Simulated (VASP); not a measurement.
# Ru (Im-3m) in VASP: a series of runs

The runs below take Ru through single point, with LDA.

Program: VASP 6.6.1. These are calculated values, not measurements. Logs are shortened: lines on timing, memory, paths and dates and some standing lists are left out, and cuts for length are marked.

## 1. The cell of the first run

It takes space group Im-3m (No. 229, cubic). Conventional cell: a = 3.001 Å, b = 3.001 Å, c = 3.001 Å, α = 90.00°, β = 90.00°, γ = 90.00°. Within 3.4 Å of Ru (site symmetry m-3m) lie 14 Ru at 2.60 to 3.00 Å.

## 2. Single point, LDA

File INCAR:

```
SYSTEM = Ru
ALGO     = Normal         ! electronic algorithm
EDIFF    = 1E-7           ! SCF threshold, eV
ENCUT    = 520            ! plane-wave cutoff, eV
ISIF     = 2              ! what is computed and relaxed
ISMEAR   = -1             ! smearing method
LASPH    = .TRUE.         ! aspherical terms in the spheres
LCHARG   = .FALSE.        ! write CHGCAR
LREAL    = .FALSE.        ! projectors in reciprocal space
LWAVE    = .FALSE.        ! write WAVECAR
NBANDS   = 13             ! bands
NELM     = 100            ! most SCF steps
PREC     = Accurate       ! precision mode
SIGMA    = 0.1            ! smearing width, eV
```

File KPOINTS:

```
k-points
0
G
  17 17 17
  0 0 0
```

File POSCAR:

```
Ru
1.0
   -1.5003556195      1.5003556195      1.5003556195
    1.5003556195     -1.5003556195      1.5003556195
    1.5003556195      1.5003556195     -1.5003556195
Ru
1
Direct
    0.0000000000      0.0000000000      0.0000000000
```

Potentials or basis: VASP PAW LDA potentials, release 64 (Ru_pv).

Command:

```sh
cat potpaw_LDA.64/Ru_pv/POTCAR > POTCAR
mpirun -np 1 vasp_std > vasp.out
```

OUTCAR:

```text
SYSTEM = Ru
   EDIFF = 1E-7
   ENCUT = 520
   ISIF = 2
   ISMEAR = -1
   LASPH = .TRUE.
   LREAL = .FALSE.
   NELM = 100
   PREC = Accurate

 ion  position               nearest neighbor table
   1  0.000  0.000  0.000-

  LATTYP: Found a body centered cubic cell.
 ALAT       =     3.0007112390

  Lattice vectors:

 A1 = (  -1.5003556195,   1.5003556195,   1.5003556195)
 A2 = (   1.5003556195,  -1.5003556195,   1.5003556195)
 A3 = (   1.5003556195,   1.5003556195,  -1.5003556195)

Analysis of symmetry for initial positions (statically):
=====================================================================
 Subroutine PRICEL returns:
 Original cell was already a primitive cell.

 Routine SETGRP: Setting up the symmetry group for a
 body centered cubic supercell.

 Subroutine GETGRP returns: Found 48 space group operations
 (whereof 48 operations were pure point group operations)
 out of a pool of 48 trial point group operations.

The static configuration has the point symmetry O_h .

Analysis of symmetry for dynamics (positions and initial velocities):
=====================================================================
 Subroutine PRICEL returns:
 Original cell was already a primitive cell.

 Routine SETGRP: Setting up the symmetry group for a
 body centered cubic supercell.

 Subroutine GETGRP returns: Found 48 space group operations
 (whereof 48 operations were pure point group operations)
 out of a pool of 48 trial point group operations.

The dynamic configuration has the point symmetry O_h .

 Subroutine INISYM returns: Found 48 space group operations
 (whereof 48 operations are pure point group operations),
 and found     1 'primitive' translations

----------------------------------------------------------------------------------------

                                     Primitive cell

  volume of cell :      13.5096

  direct lattice vectors                    reciprocal lattice vectors
    -1.500355620  1.500355620  1.500355620     0.000000000  0.333254326  0.333254326
     1.500355620 -1.500355620  1.500355620     0.333254326  0.000000000  0.333254326
     1.500355620  1.500355620 -1.500355620     0.333254326  0.333254326  0.000000000

  length of vectors
     2.598692162  2.598692162  2.598692162     0.471292787  0.471292787  0.471292787

  position of ions in fractional coordinates (direct lattice)
     0.000000000  0.000000000  0.000000000

  ion indices of the primitive-cell ions
   primitive index   ion index
                 1           1

----------------------------------------------------------------------------------------

 KPOINTS: k-points

Automatic generation of k-mesh.
 Grid dimensions read from file:
 generate k-points for:   17   17   17

 Generating k-lattice:

  Cartesian coordinates                     Fractional coordinates (reciprocal lattice)
     0.000000000  0.019603196  0.019603196     0.058823529  0.000000000  0.000000000
     0.019603196  0.000000000  0.019603196     0.000000000  0.058823529  0.000000000
     0.019603196  0.019603196  0.000000000     0.000000000  0.000000000  0.058823529

  Length of vectors
     0.027723105  0.027723105  0.027723105

  Shift w.r.t. Gamma in fractional coordinates (k-lattice)
     0.000000000  0.000000000  0.000000000

 Subroutine IBZKPT returns following result:
 ===========================================

 Found    165 irreducible k-points:

 Following reciprocal coordinates:
            Coordinates               Weight
  0.000000  0.000000  0.000000      1.000000
  0.058824  0.000000  0.000000     12.000000
  0.117647  0.000000  0.000000     12.000000
  0.176471  0.000000  0.000000     12.000000
  0.235294  0.000000  0.000000     12.000000
  0.294118  0.000000  0.000000     12.000000
[... 16 lines left out ...]
  0.411765  0.117647  0.000000     48.000000
  0.176471  0.176471  0.000000     24.000000
 [... further k-points ...]
   k-points           NKPTS =    165   k-points in BZ     NKDIM =    165   number of bands    NBANDS=     13
   number of dos      NEDOS =    301   number of ions     NIONS =      1
   total plane-waves  NPLWV =   8000
   dimension x,y,z NGX =    20 NGY =   20 NGZ =   20
   dimension x,y,z NGXF=    40 NGYF=   40 NGZF=   40
   ions per type =               1
   NGX,Y,Z   is equivalent  to a cutoff of  12.79, 12.79, 12.79 a.u.
   NGXF,Y,Z  is equivalent  to a cutoff of  25.59, 25.59, 25.59 a.u.
 SYSTEM =  Ru
   PREC   = accura    normal or accurate (medium, high low for compatibility)
   ISTART =      0    job   : 0-new  1-cont  2-samecut
   ICHARG =      2    charge: 1-file 2-atom 10-const
   ISPIN  =      1    spin polarized calculation?
   LNONCOLLINEAR =      F non collinear calculations
   LSORBIT =      F    spin-orbit coupling
   LASPH  =      T    aspherical Exc in radial PAW
   ENCUT  =  520.0 eV  38.22 Ry    6.18 a.u.   4.83  4.83  4.83*2*pi/ulx,y,z
   NELM   =    100;   NELMIN=  2; NELMDL= -5     # of ELM steps
   EDIFF  = 0.1E-06   stopping-criterion for ELM
   LREAL  =      F    real-space projection
   EDIFFG = 0.1E-05   stopping-criterion for IOM
   NSW    =      0    number of steps for IOM
   IBRION =     -1    ionic relax: 0-MD 1-quasi-New 2-CG
   NFREE  =      0    steps in history (QN), initial steepest desc. (CG)
   ISIF   =      2    stress and relaxation
   ISYM   =      2    0-nonsym 1-usesym 2-fastsym
   POTIM  = 0.5000    time-step for ionic-motion
   TEBEG  =    0.0;   TEEND  =   0.0 temperature during run
   PSTRESS=    0.0 pullay stress
   NELECT =      14.0000    total number of electrons
   NUPDOWN=      -1.0000    fix difference up-down
   EMIN   =  10.00;   EMAX   =-10.00  energy-range for DOS
   EFERMI =   0.00;   METHOD = LEGACY
   ISMEAR =    -1;   SIGMA  =   0.10  broadening in eV -4-tet -1-fermi 0-gaus
   EFERMI_NEDOS =   21; number of points for ismear=-14 and -15
   IALGO  =     38    algorithm
   IMIX   =      4    mixing-type and parameters
     AMIX     =   0.40;   BMIX     =  1.00
     AMIX_MAG =   1.60;   BMIX_MAG =  1.00
  volume/ion in A,a.u.               =      13.51        91.17
  Fermi-wavevector in a.u.,A,eV,Ry     =   1.656672  3.130657 37.342053  2.744563
  Thomas-Fermi vector in A             =   2.744557
   LORBIT       =      0    0 simple, 1 ext, 2 COOP (PROOUT), +10 PAW based schemes
   GGA     = CA    functional components
   LHFCALC =     F    Hartree Fock is set to
   AEXX    =    0.0000 exact exchange contribution
   IVDW    =     0    specifies the selected vdW correction
   LEPSILON=     F    determine dielectric tensor
   LRPA    =     F    only Hartree local field effects (RPA)
 non-spin polarized calculation
  energy-cutoff  :      520.00
  volume of cell :       13.51
 maximum number of plane-waves:       373
   NGX =  9   NGY =  9   NGZ =  9

 number of electron      13.9999994 magnetization

 Free energy of the ion-electron system (eV)
  ---------------------------------------------------
  ext. energy  EPLUGINS =         0.00000000
  ---------------------------------------------------
  free energy    TOTEN  =       -10.04585031 eV

  energy without entropy =       -9.98384084  energy(sigma->0) =      -10.01484558

 E-fermi :  12.9444     XC(G=0): -14.4034

 val. band max:       12.9412503659   @ k =   0.1765   0.1765   0.1176
 cond. band min:      12.9499386022   @ k =   0.4118   0.1176   0.0588
 fundamental gap:      0.0086882363
 Fermi energy:        12.9444257213

 k-point     1 :       0.0000    0.0000    0.0000
  band No.  band energies     occupation
      1     -29.4171      2.00000
      2     -29.4171      2.00000
      3     -29.4171      2.00000
      4       4.7223      2.00000
      5       9.9936      2.00000
      6       9.9936      2.00000
      7       9.9936      2.00000
      8      12.8414      1.47395
      9      12.8414      1.47395
     10      23.0005      0.00000
     11      30.0773      0.00000
     12      30.0773      0.00000
     13      30.0773      0.00000

 k-point     2 :       0.0588    0.0000    0.0000
  band No.  band energies     occupation
      1     -29.4570      2.00000
      2     -29.4298      2.00000
      3     -29.4172      2.00000
      4       4.8806      2.00000
      5       9.9189      2.00000
      6       9.9888      2.00000
      7      10.1313      2.00000
      8      12.7406      1.76942
      9      12.8456      1.45752
     10      23.0005      0.00000
     11      30.1699      0.00000
     12      30.2754      0.00000
     13      30.3266      0.00000

 k-point     3 :       0.1176    0.0000    0.0000
  band No.  band energies     occupation
      1     -29.5705      2.00000
      2     -29.4660      2.00000
      3     -29.4177      2.00000
      4       5.3294      2.00000
      5       9.7111      2.00000
      6       9.9625      2.00000
      7      10.5373      2.00000
      8      12.5167      1.97261
      9      12.8621      1.38995
     10      23.0005      0.00000
     11      30.3514      0.00000
     12      30.6938      0.00000
     13      31.0529      0.00000
[... 305 lines left out ...]
 k-point    23 :       0.4118    0.1176    0.0000
  band No.  band energies     occupation
      1     -30.4799      2.00000
      2     -29.8265      2.00000
      3     -29.4762      2.00000
      4       6.8740      2.00000
      5       8.2948      2.00000
      6      11.8837      1.99995
      7      12.7438      1.76289
      8      13.9992      0.00005
      9      17.1884      0.00000
     10      22.9927      0.00000
     11      23.5504      0.00000
     12      26.9617      0.00000
     13      30.6177      0.00000

 k-point    24 :       0.1765    0.1765    0.0000
  band No.  band energies     occupation
      1     -30.1341      2.00000
      2     -29.6563      2.00000
      3     -29.4908      2.00000
      4       7.4556      2.00000
      5       9.0166      2.00000
      6       9.3710      2.00000
      7      12.1089      1.99953
      8      13.2800      0.06745
      9      14.0058      0.00005
     10      23.0002      0.00000
     11      28.7778      0.00000
     12      29.4208      0.00000
     13      33.5850      0.00000

 [... further k-points ...]
[... 5 lines left out ...]
  --------------------------------------------------------------------------------------
  -------------------------------------------------------------------------------------
  Total        0.0874560      0.0874560      0.0874560      0.0000000     -0.0000000      0.0000000
  in kB       10.3718854     10.3718854     10.3718854      0.0000000     -0.0000000      0.0000000
  external PRESSURE =      10.3718854 kB  Pullay stress =       0.0000000 kB

 VOLUME and BASIS-vectors are now :
 -----------------------------------------------------------------------------
  energy-cutoff  :      520.00
  volume of cell :       13.51
      direct lattice vectors                 reciprocal lattice vectors
    -1.500355620  1.500355620  1.500355620     0.000000000  0.333254326  0.333254326
     1.500355620 -1.500355620  1.500355620     0.333254326  0.000000000  0.333254326
     1.500355620  1.500355620 -1.500355620     0.333254326  0.333254326  0.000000000

 POSITION                                       TOTAL-FORCE (eV/Angst)
 -----------------------------------------------------------------------------------
      0.00000      0.00000      0.00000         0.000000      0.000000     -0.000000
 -----------------------------------------------------------------------------------
    total drift:                                0.000000     -0.000000      0.000000

  FREE ENERGIE OF THE ION-ELECTRON SYSTEM (eV)
  ---------------------------------------------------
  free  energy   TOTEN  =       -10.0458503105 eV

  energy  without entropy=       -9.9838408420  energy(sigma->0) =      -10.01484558
```

Wall time 33 s (1 thread of Intel Xeon 8259CL, shared host); peak memory 0.14 GiB.

What came out:

```
Free energy            : -10.0459 eV
Pressure               : 1.0 GPa
Band gap on the k mesh : zero (band 7 reaches 14.75 eV, above the bottom of band 8 at 11.12 eV)
```

## 3. Single point, LDA (volume scaled by 1.04)

File INCAR:

```
SYSTEM = Ru
PREC = Accurate
ENCUT = 520
EDIFF = 1E-7
ISMEAR = -1
SIGMA = 0.1
LREAL = .False.
LASPH = .True.
NELM = 60
ALGO = Normal
ISIF = 2
LWAVE = .False.
LCHARG = .False.
NBANDS = 13
```

File KPOINTS:

```
regular mesh
0
Gamma
  17 17 17
  0 0 0
```

File POSCAR:

```
Ru
1.0
   -1.5200994049      1.5200994049      1.5200994049
    1.5200994049     -1.5200994049      1.5200994049
    1.5200994049      1.5200994049     -1.5200994049
Ru
1
Direct
    0.0000000000      0.0000000000      0.0000000000
```

Potentials or basis: VASP PAW LDA potentials, release 64 (Ru_pv).

Command:

```sh
cat potpaw_LDA.64/Ru_pv/POTCAR > POTCAR
mpirun -np 1 vasp_std > vasp.out
```

Wall time 34 s (1 thread of Intel Xeon 8259CL, shared host); peak memory 0.14 GiB.

It converged, with:

```yaml
Free_energy: -10.0289 eV
Pressure: -10.9 GPa
Band_gap_on_the_k_mesh: zero (band 7 reaches 13.92 eV, above the bottom of band 8 at 10.50 eV)
```

Levels at points of the mesh, in eV from the Fermi level:
```csv
k point,band 3,band 4,band 5,band 6,band 7,band 8,band 9,band 10,band 11,band 12
"(0.00, 0.00, 0.00)",-42.35,-7.98,-2.79,-2.79,-2.79,-0.09,-0.09,10.10,17.11,17.11
```

## 4. Single point, LDA (volume scaled by 1.08)

File INCAR:

```
SYSTEM = Ru
PREC = Accurate ; ENCUT = 520
EDIFF = 1E-6 ; ISMEAR = -1
SIGMA = 0.1 ; LREAL = .False.
LASPH = .True. ; NELM = 100
ALGO = Normal ; ISIF = 2
LWAVE = .False. ; LCHARG = .False.
GGA = CA ; NBANDS = 13
```

KPOINTS is that of step 3.

File POSCAR:

```
Ru
1.0
   -1.5393432125      1.5393432125      1.5393432125
    1.5393432125     -1.5393432125      1.5393432125
    1.5393432125      1.5393432125     -1.5393432125
Ru
1
Direct
    0.0000000000      0.0000000000      0.0000000000
```

Command:

```sh
cat potpaw_LDA.64/Ru_pv/POTCAR > POTCAR
mpirun -np 1 vasp_std > vasp.out
```

It took 26 s on 1 thread of Intel Xeon 8259CL, shared host; peak memory 0.14 GiB.

Results (log left out):

```
Free energy            : -9.9761 eV
Pressure               : -20.3 GPa
Band gap on the k mesh : zero (band 7 reaches 13.15 eV, above the bottom of band 8 at 9.93 eV)
```

Levels at points of the mesh, in eV from the Fermi level:
```csv
k point,band 4,band 5,band 6,band 7,band 8,band 9,band 10,band 11
"(0.00, 0.00, 0.00)",-7.75,-2.64,-2.64,-2.64,-0.08,-0.08,10.15,17.07
```

## 5. Overview

| cell | gap on the mesh (eV) | pressure (GPa) |
| --- | --- | --- |
| a = 2.599 Å, angles 109.5°, 1 atom | none | 1.0 |
| a = 2.633 Å, angles 109.5°, 1 atom | none | -10.9 |
| a = 2.666 Å, angles 109.5°, 1 atom | none | -20.3 |

Alike in all rows: task single point; level LDA; potentials or basis VASP PAW LDA potentials, release 64 (Ru_pv); no spin polarisation; k mesh 17 × 17 × 17; cutoff (eV) 520; smearing fermi-dirac 0.1 eV.

Absolute energies hang on the potentials; compare differences alone.
